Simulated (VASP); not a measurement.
# Ru (Cmcm) in VASP: notebook

The runs below take Ru through single point, with PBE.

All numbers are computed with VASP 6.6.1; they aren't measurements. Logs are shortened: lines on timing, memory, paths and dates and some standing lists are left out, and cuts for length are marked.

## 1. The cell of the first run

Symmetry: Cmcm, No. 63, orthorhombic system. The conventional cell has a = 2.300 Å, b = 5.390 Å, c = 4.282 Å, α = 90.00°, β = 90.00°, γ = 90.00°. Within 3.0 Å of Ru (site symmetry m2m) lie 12 Ru at 2.30 to 2.93 Å.

## 2. Single point, PBE (strain -0.1500 x Voigt [1, -1, 0, 0, 0, 0])

Input file INCAR:

```
ALGO = Fast
EDIFF = 1E-6
ENCUT = 520
GGA = PE
ISIF = 2
ISMEAR = 0
LASPH = True
LCHARG = False
LREAL = False
LWAVE = False
NBANDS = 21
NELM = 80
PREC = Accurate
SIGMA = 0.15
```

Input file KPOINTS:

```
k-points
0
Gamma
  24 24 12
```

Input file POSCAR:

```
Ru
1.0
    2.2999294341      0.0000000000      0.0000000000
   -1.1499647170      2.6947846051      0.0000000000
    0.0000000000      0.0000000000      4.2819000000
Ru
2
Direct
    0.3333333333      0.6666666667      0.2500000000
    0.6666666667      0.3333333333      0.7500000000
```

Potentials or basis: VASP PAW PBE potentials, release 64 (Ru_pv).

Launch:

```bash
$ cat potpaw_PBE.64/Ru_pv/POTCAR > POTCAR
$ mpirun -np 1 vasp_std > vasp.out
```

OUTCAR:

```text
EDIFF = 1E-6
   ENCUT = 520
   GGA = PE
   ISIF = 2
   ISMEAR = 0
   LASPH = True
   LREAL = False
   NELM = 80
   PREC = Accurate

 ion  position               nearest neighbor table
   1  0.333  0.667  0.250-   2 2.59   2 2.59   2 2.59   2 2.59   2 2.79   2 2.79
   2  0.667  0.333  0.750-   1 2.59   1 2.59   1 2.59   1 2.59   1 2.79   1 2.79

  LATTYP: Found a base centered orthorhombic cell.
 ALAT       =     2.2999294341
 B/A-ratio  =     2.3433628573
 C/A-ratio  =     1.8617527723

  Lattice vectors:

 A1 = (   1.1499647170,  -2.6947846051,   0.0000000000)
 A2 = (   1.1499647171,   2.6947846051,   0.0000000000)
 A3 = (   0.0000000000,   0.0000000000,   4.2819000000)

Analysis of symmetry for initial positions (statically):
=====================================================================
 Subroutine PRICEL returns:
 Original cell was already a primitive cell.

 Routine SETGRP: Setting up the symmetry group for a
 base centered orthorhombic supercell.

 Subroutine GETGRP returns: Found  8 space group operations
 (whereof  4 operations were pure point group operations)
 out of a pool of  8 trial point group operations.

The static configuration has the point symmetry C_2h.
 The point group associated with its full space group is D_2h.

Analysis of symmetry for dynamics (positions and initial velocities):
=====================================================================
 Subroutine PRICEL returns:
 Original cell was already a primitive cell.

 Routine SETGRP: Setting up the symmetry group for a
 base centered orthorhombic supercell.

 Subroutine GETGRP returns: Found  8 space group operations
 (whereof  4 operations were pure point group operations)
 out of a pool of  8 trial point group operations.

The dynamic configuration has the point symmetry C_2h.
 The point group associated with its full space group is D_2h.

 Subroutine INISYM returns: Found  8 space group operations
 (whereof  4 operations are pure point group operations),
 and found     1 'primitive' translations

----------------------------------------------------------------------------------------

                                     Primitive cell

  volume of cell :      26.5384

  direct lattice vectors                    reciprocal lattice vectors
     2.299929434  0.000000000  0.000000000     0.434795949  0.185543586  0.000000000
    -1.149964717  2.694784605  0.000000000     0.000000000  0.371087173  0.000000000
     0.000000000  0.000000000  4.281900000     0.000000000  0.000000000  0.233541185

  length of vectors
     2.299929434  2.929894694  4.281900000     0.472730303  0.371087173  0.233541185

  position of ions in fractional coordinates (direct lattice)
     0.333333333  0.666666667  0.250000000
     0.666666667  0.333333333  0.750000000

  ion indices of the primitive-cell ions
   primitive index   ion index
                 1           1
                 2           2

----------------------------------------------------------------------------------------

 KPOINTS: k-points

Automatic generation of k-mesh.
 Grid dimensions read from file:
 generate k-points for:   24   24   12

 Generating k-lattice:

  Cartesian coordinates                     Fractional coordinates (reciprocal lattice)
     0.018116498  0.007730983  0.000000000     0.041666667  0.000000000  0.000000000
     0.000000000  0.015461966  0.000000000     0.000000000  0.041666667  0.000000000
     0.000000000  0.000000000  0.019461765     0.000000000  0.000000000  0.083333333

  Length of vectors
     0.019697096  0.015461966  0.019461765

  Shift w.r.t. Gamma in fractional coordinates (k-lattice)
     0.000000000  0.000000000  0.000000000

 Subroutine IBZKPT returns following result:
 ===========================================

 Found   1099 irreducible k-points:

 Following reciprocal coordinates:
            Coordinates               Weight
  0.000000  0.000000  0.000000      1.000000
  0.041667  0.000000  0.000000      4.000000
  0.083333 -0.000000  0.000000      4.000000
  0.125000  0.000000  0.000000      4.000000
  0.166667 -0.000000  0.000000      4.000000
  0.208333  0.000000  0.000000      4.000000
[... 16 lines left out ...]
  0.375000  0.041667  0.000000      4.000000
  0.416667  0.041667  0.000000      4.000000
 [... further k-points ...]
   k-points           NKPTS =   1099   k-points in BZ     NKDIM =   1099   number of bands    NBANDS=     21
   number of dos      NEDOS =    301   number of ions     NIONS =      2
   total plane-waves  NPLWV =  13824
   dimension x,y,z NGX =    18 NGY =   24 NGZ =   32
   dimension x,y,z NGXF=    36 NGYF=   48 NGZF=   64
   ions per type =               2
   NGX,Y,Z   is equivalent  to a cutoff of  13.01, 13.62, 12.42 a.u.
   NGXF,Y,Z  is equivalent  to a cutoff of  26.02, 27.24, 24.85 a.u.
 SYSTEM =  unknown system
   PREC   = accura    normal or accurate (medium, high low for compatibility)
   ISTART =      0    job   : 0-new  1-cont  2-samecut
   ICHARG =      2    charge: 1-file 2-atom 10-const
   ISPIN  =      1    spin polarized calculation?
   LNONCOLLINEAR =      F non collinear calculations
   LSORBIT =      F    spin-orbit coupling
   LASPH  =      T    aspherical Exc in radial PAW
   ENCUT  =  520.0 eV  38.22 Ry    6.18 a.u.   4.28  5.45  7.96*2*pi/ulx,y,z
   NELM   =     80;   NELMIN=  2; NELMDL= -5     # of ELM steps
   EDIFF  = 0.1E-05   stopping-criterion for ELM
   LREAL  =      F    real-space projection
   EDIFFG = 0.1E-04   stopping-criterion for IOM
   NSW    =      0    number of steps for IOM
   IBRION =     -1    ionic relax: 0-MD 1-quasi-New 2-CG
   NFREE  =      0    steps in history (QN), initial steepest desc. (CG)
   ISIF   =      2    stress and relaxation
   ISYM   =      2    0-nonsym 1-usesym 2-fastsym
   POTIM  = 0.5000    time-step for ionic-motion
   TEBEG  =    0.0;   TEEND  =   0.0 temperature during run
   PSTRESS=    0.0 pullay stress
   NELECT =      28.0000    total number of electrons
   NUPDOWN=      -1.0000    fix difference up-down
   EMIN   =  10.00;   EMAX   =-10.00  energy-range for DOS
   EFERMI =   0.00;   METHOD = LEGACY
   ISMEAR =     0;   SIGMA  =   0.15  broadening in eV -4-tet -1-fermi 0-gaus
   EFERMI_NEDOS =   21; number of points for ismear=-14 and -15
   IALGO  =     68    algorithm
   IMIX   =      4    mixing-type and parameters
     AMIX     =   0.40;   BMIX     =  1.00
     AMIX_MAG =   1.60;   BMIX_MAG =  1.00
  volume/ion in A,a.u.               =      13.27        89.55
  Fermi-wavevector in a.u.,A,eV,Ry     =   1.666617  3.149449 37.791709  2.777612
  Thomas-Fermi vector in A             =   2.752782
   LORBIT       =      0    0 simple, 1 ext, 2 COOP (PROOUT), +10 PAW based schemes
   GGA     = PE    functional components
   LHFCALC =     F    Hartree Fock is set to
   AEXX    =    0.0000 exact exchange contribution
   IVDW    =     0    specifies the selected vdW correction
   LEPSILON=     F    determine dielectric tensor
   LRPA    =     F    only Hartree local field effects (RPA)
 non-spin polarized calculation
 RMM-DIIS sequential band-by-band and
 Gauss-broadening in eV      SIGMA  =   0.15
  energy-cutoff  :      520.00
  volume of cell :       26.54
 maximum number of plane-waves:       736
 NGX is ok and might be reduce to    18
   NGX =  9   NGY = 11   NGZ = 15

 number of electron      27.9999996 magnetization

 Free energy of the ion-electron system (eV)
  ---------------------------------------------------
  ext. energy  EPLUGINS =         0.00000000
  ---------------------------------------------------
  free energy    TOTEN  =       -16.62470947 eV

  energy without entropy =      -16.60038310  energy(sigma->0) =      -16.61254628

 E-fermi :  13.4408     XC(G=0): -14.1911

 val. band max:       13.4402969888   @ k =   0.1250   0.0000   0.5000
 cond. band min:      13.4414030448   @ k =   0.0000   0.0000   0.3333
 fundamental gap:      0.0011060560
 Fermi energy:        13.4407673328

 k-point     1 :       0.0000    0.0000    0.0000
  band No.  band energies     occupation
      1     -30.4147      2.00000
      2     -29.6077      2.00000
      3     -29.4282      2.00000
      4     -29.1958      2.00000
      5     -28.9161      2.00000
      6     -28.7602      2.00000
[... 13 lines left out ...]
     20      23.9187      0.00000
     21      23.9222      0.00000

 k-point     2 :       0.0417    0.0000    0.0000
  band No.  band energies     occupation
      1     -30.4051      2.00000
      2     -29.6064      2.00000
      3     -29.4280      2.00000
      4     -29.1962      2.00000
      5     -28.9551      2.00000
      6     -28.8013      2.00000
[... 13 lines left out ...]
     20      23.9187      0.00000
     21      23.9224      0.00000

 k-point     3 :       0.0833   -0.0000    0.0000
  band No.  band energies     occupation
      1     -30.3766      2.00000
      2     -29.6029      2.00000
      3     -29.4283      2.00000
      4     -29.1974      2.00000
      5     -29.0676      2.00000
      6     -28.9204      2.00000
[... 13 lines left out ...]
     20      23.9188      0.00000
     21      23.9227      0.00000

 k-point     4 :       0.1250    0.0000    0.0000
  band No.  band energies     occupation
      1     -30.3303      2.00000
      2     -29.5982      2.00000
      3     -29.4356      2.00000
      4     -29.2382      2.00000
      5     -29.2001      2.00000
      6     -29.1053      2.00000
[... 13 lines left out ...]
     20      23.9187      0.00000
     21      23.9230      0.00000

 k-point     5 :       0.1667   -0.0000    0.0000
  band No.  band energies     occupation
      1     -30.2679      2.00000
      2     -29.5997      2.00000
      3     -29.5212      2.00000
      4     -29.3935      2.00000
      5     -29.3209      2.00000
      6     -29.2053      2.00000
[... 13 lines left out ...]
     20      23.9187      0.00000
     21      23.9233      0.00000
[... 382 lines left out ...]
     20      23.9187      0.00000
     21      26.2877      0.00000

 k-point    22 :       0.3333    0.0417    0.0000
  band No.  band energies     occupation
      1     -30.5665      2.00000
      2     -30.4645      2.00000
      3     -29.8929      2.00000
      4     -29.5514      2.00000
      5     -29.3902      2.00000
      6     -29.2965      2.00000
[... 13 lines left out ...]
     20      23.9970      0.00000
     21      25.6500      0.00000

 k-point    23 :       0.3750    0.0417    0.0000
  band No.  band energies     occupation
      1     -30.7737      2.00000
      2     -30.6796      2.00000
      3     -29.7969      2.00000
      4     -29.5371      2.00000
      5     -29.3807      2.00000
      6     -29.3348      2.00000
[... 13 lines left out ...]
     20      25.3890      0.00000
     21      25.8987      0.00000

 k-point    24 :       0.4167    0.0417    0.0000
  band No.  band energies     occupation
      1     -30.9296      2.00000
      2     -30.8429      2.00000
      3     -29.7083      2.00000
      4     -29.5238      2.00000
      5     -29.3792      2.00000
      6     -29.3711      2.00000
[... 13 lines left out ...]
     20      25.5752      0.00000
     21      26.1325      0.00000

 [... further k-points ...]

------------------------ aborting loop because EDIFF is reached ----------------------------------------

  FORCE on cell =-STRESS in cart. coord.  units (eV):
  Direction    XX          YY          ZZ          XY          YZ          ZX
  --------------------------------------------------------------------------------------
  -------------------------------------------------------------------------------------
  Total       19.6377056     -3.0530912      3.1577733     -0.0000000     -0.0000000      0.0000000
  in kB     1185.5673732   -184.3211914    190.6410589     -0.0000000     -0.0000000      0.0000000
  external PRESSURE =     397.2957469 kB  Pullay stress =       0.0000000 kB

 VOLUME and BASIS-vectors are now :
 -----------------------------------------------------------------------------
  energy-cutoff  :      520.00
  volume of cell :       26.54
      direct lattice vectors                 reciprocal lattice vectors
     2.299929434  0.000000000  0.000000000     0.434795949  0.185543586  0.000000000
    -1.149964717  2.694784605  0.000000000     0.000000000  0.371087173  0.000000000
     0.000000000  0.000000000  4.281900000     0.000000000  0.000000000  0.233541185

 POSITION                                       TOTAL-FORCE (eV/Angst)
 -----------------------------------------------------------------------------------
     -0.00000      1.79652      1.07048         0.000000      0.701904     -0.000000
      1.14996      0.89826      3.21143        -0.000000     -0.701904      0.000000
 -----------------------------------------------------------------------------------
    total drift:                                0.000000     -0.000000      0.000000

  FREE ENERGIE OF THE ION-ELECTRON SYSTEM (eV)
  ---------------------------------------------------
  free  energy   TOTEN  =       -16.6247094680 eV

  energy  without entropy=      -16.6003830975  energy(sigma->0) =      -16.61254628
```

Run time: 5.4 min. Hardware: 1 thread of Intel Xeon Platinum 8375C at 2.90GHz (Ice Lake), shared host; peak memory 0.54 GiB.

What came out:

| Property | Result |
| --- | --- |
| Free energy | -16.6247 eV |
| Pressure | 39.7 GPa |
| Largest force | 0.702 eV/Å |
| Band gap on the k mesh | zero (bands 14 and 15 overlap by 3.09 eV) |

Forces in eV/Å, atoms in the order of the input:
```
Ru   0.000  0.702  0.000
Ru   0.000 -0.702  0.000
```

Stress tensor (GPa, compression positive):
```
118.56   0.00   0.00
  0.00 -18.43   0.00
  0.00   0.00  19.06
```

Levels at points of the mesh, in eV from the Fermi level:
```
           k point  band 11  band 12  band 13  band 14  band 15  band 16  band 17  band 18
(0.00, 0.00, 0.00)    -2.65    -2.57    -0.13     0.21     0.21     0.52     1.08     2.17
(0.50, 0.00, 0.00)    -1.65    -1.16    -0.79     0.77     1.16     1.41     5.82     8.22
(0.00, 0.50, 0.00)    -3.14    -2.73    -0.77     1.52     1.93     2.25     2.63     4.11
(0.00, 0.00, 0.50)    -3.46    -3.46    -0.30    -0.30    -0.20    -0.20     1.74     1.74
(0.50, 0.00, 0.50)    -1.57    -1.57    -0.10    -0.10     1.97     1.97     4.77     4.77
(0.00, 0.50, 0.50)    -0.53    -0.53     0.57     0.57     1.91     1.91     2.05     2.05
```

Caveat: the cell differs from its parent crystal (strain -0.1500 x Voigt [1, -1, 0, 0, 0, 0]); the stress differs along the axes, from -18 to 119 GPa.

[end of part 1 of 2]
